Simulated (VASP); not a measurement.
# Ga (Cmce) in VASP: further runs

The runs below take Ga through single point, with PBE.

All numbers are computed with VASP 6.6.1; they aren't measurements. Logs are shortened: lines on timing, memory, paths and dates and some standing lists are left out, and cuts for length are marked.

## (1) The cell of the first run

The structure is orthorhombic, space group Cmce (No. 64). The conventional cell has a = 4.599 Å, b = 7.795 Å, c = 4.605 Å, α = 90.00°, β = 90.00°, γ = 90.00°. Ga (site symmetry m) has 7 Ga at 2.48 to 2.85 Å within 3.3 Å.

## (2) Single point, PBE (volume scaled by 1.06)

Contents of INCAR:

```
SYSTEM = Ga
ALGO     = Normal         ! electronic algorithm
EDIFF    = 1E-6           ! SCF threshold, eV
ENCUT    = 520            ! plane-wave cutoff, eV
GGA      = PE             ! functional
ISIF     = 2              ! what is computed and relaxed
ISMEAR   = -1             ! smearing method
LASPH    = .True.         ! aspherical terms in the spheres
LCHARG   = .False.        ! write CHGCAR
LREAL    = .False.        ! projectors in reciprocal space
LWAVE    = .False.        ! write WAVECAR
NBANDS   = 34             ! bands
NELM     = 60             ! most SCF steps
PREC     = Accurate       ! precision mode
SIGMA    = 0.05           ! smearing width, eV
```

Contents of KPOINTS:

```
k-points
0
Gamma
  9 9 8
  0 0 0
```

Contents of POSCAR:

```
Ga
1.0
    2.2995837791     -3.8973680524      0.0000000000
    2.2995837791      3.8973680524      0.0000000000
    0.0000000000      0.0000000000      4.6052852350
Ga
4
Direct
    0.1525000000      0.8475000000      0.0785000000
    0.6525000000      0.3475000000      0.4215000000
    0.8475000000      0.1525000000      0.9215000000
    0.3475000000      0.6525000000      0.5785000000
```

Potentials or basis: VASP PAW PBE potentials, release 64 (Ga_d).

On the command line:

```console
$ cat potpaw_PBE.64/Ga_d/POTCAR > POTCAR
$ mpirun -np 1 vasp_std > vasp.out
```

OUTCAR:

```text
SYSTEM = Ga
   EDIFF = 1E-6
   ENCUT = 520
   GGA = PE
   ISIF = 2
   ISMEAR = -1
   LASPH = .True.
   LREAL = .False.
   NELM = 60
   PREC = Accurate

 ion  position               nearest neighbor table
   1  0.153  0.847  0.078-   3 2.48   4 2.76   4 2.76   2 2.79   2 2.79   3 2.85   3 2.85
   2  0.653  0.347  0.422-   4 2.48   3 2.76   3 2.76   1 2.79   1 2.79   4 2.85   4 2.85
   3  0.847  0.153  0.922-   1 2.48   2 2.76   2 2.76   4 2.79   4 2.79   1 2.85   1 2.85
   4  0.347  0.653  0.578-   2 2.48   1 2.76   1 2.76   3 2.79   3 2.79   2 2.85   2 2.85

  LATTYP: Found a base centered orthorhombic cell.
 ALAT       =     4.5991675582
 B/A-ratio  =     1.6948145520
 C/A-ratio  =     1.0013301705

  Lattice vectors:

 A1 = (   2.2995837791,  -3.8973680524,   0.0000000000)
 A2 = (   2.2995837791,   3.8973680524,   0.0000000000)
 A3 = (   0.0000000000,   0.0000000000,   4.6052852350)

Analysis of symmetry for initial positions (statically):
=====================================================================
 Subroutine PRICEL returns:
 Original cell was already a primitive cell.

 Routine SETGRP: Setting up the symmetry group for a
 base centered orthorhombic supercell.

 Subroutine GETGRP returns: Found  8 space group operations
 (whereof  4 operations were pure point group operations)
 out of a pool of  8 trial point group operations.

The static configuration has the point symmetry C_2h.
 The point group associated with its full space group is D_2h.

Analysis of symmetry for dynamics (positions and initial velocities):
=====================================================================
 Subroutine PRICEL returns:
 Original cell was already a primitive cell.

 Routine SETGRP: Setting up the symmetry group for a
 base centered orthorhombic supercell.

 Subroutine GETGRP returns: Found  8 space group operations
 (whereof  4 operations were pure point group operations)
 out of a pool of  8 trial point group operations.

The dynamic configuration has the point symmetry C_2h.
 The point group associated with its full space group is D_2h.

 Subroutine INISYM returns: Found  8 space group operations
 (whereof  4 operations are pure point group operations),
 and found     1 'primitive' translations

----------------------------------------------------------------------------------------

                                     Primitive cell

  volume of cell :      82.5481

  direct lattice vectors                    reciprocal lattice vectors
     2.299583779 -3.897368052  0.000000000     0.217430652 -0.128291707  0.000000000
     2.299583779  3.897368052  0.000000000     0.217430652  0.128291707  0.000000000
     0.000000000  0.000000000  4.605285235     0.000000000  0.000000000  0.217141816

  length of vectors
     4.525214171  4.525214171  4.605285235     0.252457621  0.252457621  0.217141816

  position of ions in fractional coordinates (direct lattice)
     0.152500000  0.847500000  0.078500000
     0.652500000  0.347500000  0.421500000
     0.847500000  0.152500000  0.921500000
     0.347500000  0.652500000  0.578500000

  ion indices of the primitive-cell ions
   primitive index   ion index
                 1           1
                 2           2
                 3           3
                 4           4

----------------------------------------------------------------------------------------

 KPOINTS: k-points

Automatic generation of k-mesh.
 Grid dimensions read from file:
 generate k-points for:    9    9    8

 Generating k-lattice:

  Cartesian coordinates                     Fractional coordinates (reciprocal lattice)
     0.024158961 -0.014254634  0.000000000     0.111111111 -0.000000000  0.000000000
     0.024158961  0.014254634  0.000000000    -0.000000000  0.111111111  0.000000000
     0.000000000  0.000000000  0.027142727     0.000000000  0.000000000  0.125000000

  Length of vectors
     0.028050847  0.028050847  0.027142727

  Shift w.r.t. Gamma in fractional coordinates (k-lattice)
     0.000000000  0.000000000  0.000000000

 Subroutine IBZKPT returns following result:
 ===========================================

 Found    125 irreducible k-points:

 Following reciprocal coordinates:
            Coordinates               Weight
  0.000000  0.000000  0.000000      1.000000
  0.111111 -0.000000  0.000000      4.000000
  0.222222  0.000000  0.000000      4.000000
  0.333333  0.000000  0.000000      4.000000
  0.444444  0.000000  0.000000      4.000000
  0.111111  0.111111  0.000000      2.000000
[... 16 lines left out ...]
 -0.333333  0.333333  0.000000      2.000000
  0.444444  0.444444  0.000000      2.000000
 [... further k-points ...]
   k-points           NKPTS =    125   k-points in BZ     NKDIM =    125   number of bands    NBANDS=     34
   number of dos      NEDOS =    301   number of ions     NIONS =      4
   total plane-waves  NPLWV =  46656
   dimension x,y,z NGX =    36 NGY =   36 NGZ =   36
   dimension x,y,z NGXF=    72 NGYF=   72 NGZF=   72
   ions per type =               4
   NGX,Y,Z   is equivalent  to a cutoff of  13.23, 13.23, 13.00 a.u.
   NGXF,Y,Z  is equivalent  to a cutoff of  26.45, 26.45, 25.99 a.u.
 SYSTEM =  Ga
   PREC   = accura    normal or accurate (medium, high low for compatibility)
   ISTART =      0    job   : 0-new  1-cont  2-samecut
   ICHARG =      2    charge: 1-file 2-atom 10-const
   ISPIN  =      1    spin polarized calculation?
   LNONCOLLINEAR =      F non collinear calculations
   LSORBIT =      F    spin-orbit coupling
   LASPH  =      T    aspherical Exc in radial PAW
   ENCUT  =  520.0 eV  38.22 Ry    6.18 a.u.   8.41  8.41  8.56*2*pi/ulx,y,z
   NELM   =     60;   NELMIN=  2; NELMDL= -5     # of ELM steps
   EDIFF  = 0.1E-05   stopping-criterion for ELM
   LREAL  =      F    real-space projection
   EDIFFG = 0.1E-04   stopping-criterion for IOM
   NSW    =      0    number of steps for IOM
   IBRION =     -1    ionic relax: 0-MD 1-quasi-New 2-CG
   NFREE  =      0    steps in history (QN), initial steepest desc. (CG)
   ISIF   =      2    stress and relaxation
   ISYM   =      2    0-nonsym 1-usesym 2-fastsym
   POTIM  = 0.5000    time-step for ionic-motion
   TEBEG  =    0.0;   TEEND  =   0.0 temperature during run
   PSTRESS=    0.0 pullay stress
   NELECT =      52.0000    total number of electrons
   NUPDOWN=      -1.0000    fix difference up-down
   EMIN   =  10.00;   EMAX   =-10.00  energy-range for DOS
   EFERMI =   0.00;   METHOD = LEGACY
   ISMEAR =    -1;   SIGMA  =   0.05  broadening in eV -4-tet -1-fermi 0-gaus
   EFERMI_NEDOS =   21; number of points for ismear=-14 and -15
   IALGO  =     38    algorithm
   IMIX   =      4    mixing-type and parameters
     AMIX     =   0.40;   BMIX     =  1.00
     AMIX_MAG =   1.60;   BMIX_MAG =  1.00
  volume/ion in A,a.u.               =      20.64       139.27
  Fermi-wavevector in a.u.,A,eV,Ry     =   1.403374  2.651993 26.796126  1.969460
  Thomas-Fermi vector in A             =   2.526043
   LORBIT       =      0    0 simple, 1 ext, 2 COOP (PROOUT), +10 PAW based schemes
   GGA     = PE    functional components
[... 5 lines left out ...]
 non-spin polarized calculation
  energy-cutoff  :      520.00
  volume of cell :       82.55
 maximum number of plane-waves:      2253
 NGX is ok and might be reduce to    36
   NGX = 17   NGY = 17   NGZ = 17

 number of electron      51.9999979 magnetization

 Free energy of the ion-electron system (eV)
  ---------------------------------------------------
  ext. energy  EPLUGINS =         0.00000000
  ---------------------------------------------------
  free energy    TOTEN  =       -11.59684512 eV

  energy without entropy =      -11.58723282  energy(sigma->0) =      -11.59203897

 E-fermi :   4.5949     XC(G=0): -10.3994

 val. band max:        4.5939815433   @ k =   0.1111  -0.0000   0.1250
 cond. band min:       4.6167874534   @ k =  -0.2222   0.1111   0.2500
 fundamental gap:      0.0228059101
 Fermi energy:         4.5949196506

 k-point     1 :       0.0000    0.0000    0.0000
  band No.  band energies     occupation
      1     -10.4876      2.00000
      2     -10.4827      2.00000
      3     -10.4806      2.00000
      4     -10.4614      2.00000
      5     -10.4146      2.00000
      6     -10.3851      2.00000
[... 26 lines left out ...]
     33      11.0599      0.00000
     34      11.6008      0.00000

 k-point     2 :       0.1111   -0.0000    0.0000
  band No.  band energies     occupation
      1     -10.4878      2.00000
      2     -10.4832      2.00000
      3     -10.4784      2.00000
      4     -10.4659      2.00000
      5     -10.4062      2.00000
      6     -10.3840      2.00000
[... 26 lines left out ...]
     33      11.0892      0.00000
     34      11.9432      0.00000

 k-point     3 :       0.2222    0.0000    0.0000
  band No.  band energies     occupation
      1     -10.4917      2.00000
      2     -10.4797      2.00000
      3     -10.4790      2.00000
      4     -10.4667      2.00000
      5     -10.3979      2.00000
      6     -10.3730      2.00000
[... 26 lines left out ...]
     33      10.5001      0.00000
     34      11.4767      0.00000

 k-point     4 :       0.3333    0.0000    0.0000
  band No.  band energies     occupation
      1     -10.4968      2.00000
      2     -10.4892      2.00000
      3     -10.4707      2.00000
      4     -10.4482      2.00000
      5     -10.4070      2.00000
      6     -10.3950      2.00000
[... 26 lines left out ...]
     33      10.2292      0.00000
     34      11.5187      0.00000

 k-point     5 :       0.4444    0.0000    0.0000
  band No.  band energies     occupation
      1     -10.4996      2.00000
      2     -10.4966      2.00000
      3     -10.4504      2.00000
      4     -10.4326      2.00000
      5     -10.4195      2.00000
      6     -10.4170      2.00000
[... 621 lines left out ...]
 k-point    22 :      -0.4444    0.3333    0.0000
  band No.  band energies     occupation
      1     -10.5586      2.00000
      2     -10.4962      2.00000
      3     -10.4620      2.00000
      4     -10.4507      2.00000
      5     -10.4228      2.00000
      6     -10.3965      2.00000
[... 26 lines left out ...]
     33      10.8066      0.00000
     34      13.1357      0.00000

 k-point    23 :      -0.3333    0.3333    0.0000
  band No.  band energies     occupation
      1     -10.5482      2.00000
      2     -10.5002      2.00000
      3     -10.4542      2.00000
      4     -10.4447      2.00000
      5     -10.4179      2.00000
      6     -10.4176      2.00000
[... 26 lines left out ...]
     33      10.1036      0.00000
     34      12.0595      0.00000

 k-point    24 :       0.4444    0.4444    0.0000
  band No.  band energies     occupation
      1     -10.5686      2.00000
      2     -10.4843      2.00000
      3     -10.4833      2.00000
      4     -10.4459      2.00000
      5     -10.4364      2.00000
      6     -10.3703      2.00000
[... 26 lines left out ...]
     33      11.2008      0.00000
     34      12.1813      0.00000

 [... further k-points ...]

------------------------ aborting loop because EDIFF is reached ----------------------------------------

  FORCE on cell =-STRESS in cart. coord.  units (eV):
  Direction    XX          YY          ZZ          XY          YZ          ZX
  --------------------------------------------------------------------------------------
  -------------------------------------------------------------------------------------
  Total       -0.5436806      0.2209348     -0.7186918      0.0000000      0.0000000      0.0000000
  in kB      -10.5523027      4.2881252    -13.9490975      0.0000000      0.0000000      0.0000000
  external PRESSURE =      -6.7377583 kB  Pullay stress =       0.0000000 kB

 VOLUME and BASIS-vectors are now :
 -----------------------------------------------------------------------------
  energy-cutoff  :      520.00
  volume of cell :       82.55
      direct lattice vectors                 reciprocal lattice vectors
     2.299583779 -3.897368052  0.000000000     0.217430652 -0.128291707  0.000000000
     2.299583779  3.897368052  0.000000000     0.217430652  0.128291707  0.000000000
     0.000000000  0.000000000  4.605285235     0.000000000  0.000000000  0.217141816

 POSITION                                       TOTAL-FORCE (eV/Angst)
 -----------------------------------------------------------------------------------
      2.29958      2.70867      0.36151         0.000000     -0.393007      0.099495
      2.29958     -1.18870      1.94113         0.000000     -0.393007     -0.099495
      2.29958     -2.70867      4.24377         0.000000      0.393007     -0.099495
      2.29958      1.18870      2.66416         0.000000      0.393007      0.099495
 -----------------------------------------------------------------------------------
    total drift:                                0.000000      0.000000     -0.000000

  FREE ENERGIE OF THE ION-ELECTRON SYSTEM (eV)
  ---------------------------------------------------
  free  energy   TOTEN  =       -11.5968451200 eV

  energy  without entropy=      -11.5872328226  energy(sigma->0) =      -11.59203897
```

Run time: 1.9 min. Hardware: 1 thread of Intel Xeon 6975P-C (Granite Rapids), shared host; peak memory 0.37 GiB.

What came out:

```yaml
Free_energy: -11.5968 eV
Pressure: -0.7 GPa
Largest_force: 0.405 eV/Å
Band_gap_on_the_k_mesh: zero (band 26 reaches 5.02 eV, above the bottom of band 27 at 3.77 eV)
```

Forces in eV/Å, atoms in the order of the input:
```
Ga   0.000 -0.393  0.099
Ga   0.000 -0.393 -0.099
Ga   0.000  0.393 -0.099
Ga   0.000  0.393  0.099
```

Stress tensor (GPa, compression positive):
```
-1.06  0.00  0.00
 0.00  0.43  0.00
 0.00  0.00 -1.39
```

(Continued in part 2 of 3.)
